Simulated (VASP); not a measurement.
**Ag: electric field gradients with r2SCAN**

Ag:

```
Ag
1.0
     2.94010    0.00000    0.00000
    -1.47005    2.54620    0.00000
     0.00000    0.00000    4.76296
Ag
2
Direct
  0.19333 0.59667 0.14500
  0.80667 0.40333 0.85500
```

This cell differs from its parent crystal: shortest bond scaled by 0.58.

```json
{
  "Program": "VASP 6.6.1",
  "Task": "electric field gradients",
  "Functional": "r2SCAN",
  "Potentials or basis": "VASP PAW PBE potentials, release 64 (Ag)",
  "Cutoff": "520 eV",
  "k mesh": "12 × 12 × 6",
  "Occupations": "fermi-dirac, width 0.05 eV",
  "Spin": "no spin polarisation",
  "Dipole correction": "no",
  "Further INCAR settings": "ALGO = Normal; EDIFF = 1e-08; NBANDS = 18"
}
```

```json
{
 "Pressure": "107.9 GPa",
 "Largest force": "37.630 eV/Å",
 "Band gap on the k mesh": "zero (band 11 reaches 12.09 eV, above the bottom of band 12 at 6.41 eV)"
}
```

Forces in eV/Å, atoms in the order of the input:
```
Ag   16.906   9.761  32.170
Ag  -16.906  -9.761 -32.170
```

Stress tensor (GPa, compression positive):
```
 90.02  42.30 104.81
 42.30  41.18  60.51
104.81  60.51 192.46
```

Levels at points of the mesh, in eV from the Fermi level:
| k point | band 9 | band 10 | band 11 | band 12 | band 13 | band 14 |
| --- | --- | --- | --- | --- | --- | --- |
| (0.00, 0.00, 0.00) | -3.07 | -2.28 | -2.08 | 1.73 | 2.34 | 15.51 |
| (0.50, 0.00, 0.00) | -3.97 | -2.26 | -0.62 | 1.88 | 5.99 | 6.81 |
| (0.00, 0.50, 0.00) | -2.68 | -1.99 | -1.02 | 2.07 | 6.54 | 7.75 |
| (0.00, 0.00, 0.50) | -3.62 | -2.25 | -2.13 | -1.66 | 8.61 | 13.56 |
| (0.50, 0.00, 0.50) | -3.23 | -2.35 | -0.02 | 1.97 | 4.07 | 4.61 |
| (0.00, 0.50, 0.50) | -2.43 | -1.91 | -0.18 | 3.05 | 3.16 | 4.99 |

Electric field gradients, principal values (V/Å²):
| atom | least | middle | greatest (by size) |
| --- | --- | --- | --- |
| 1 Ag | 2.657 | 56.106 | -58.763 |
| 2 Ag | 2.657 | 56.106 | -58.763 |

It took 5.3 min on 1 thread of Intel Xeon 6975P-C, on a shared host, peak memory 0.26 GiB.

Caveat: the cell differs from its parent crystal (shortest bond scaled by 0.58); without QUAD_EFG the Cq values of the log hold for a quadrupole moment of 1 mb, not for the nuclei; the PAW data sets were made with another functional, which shifts forces and pressure a little.
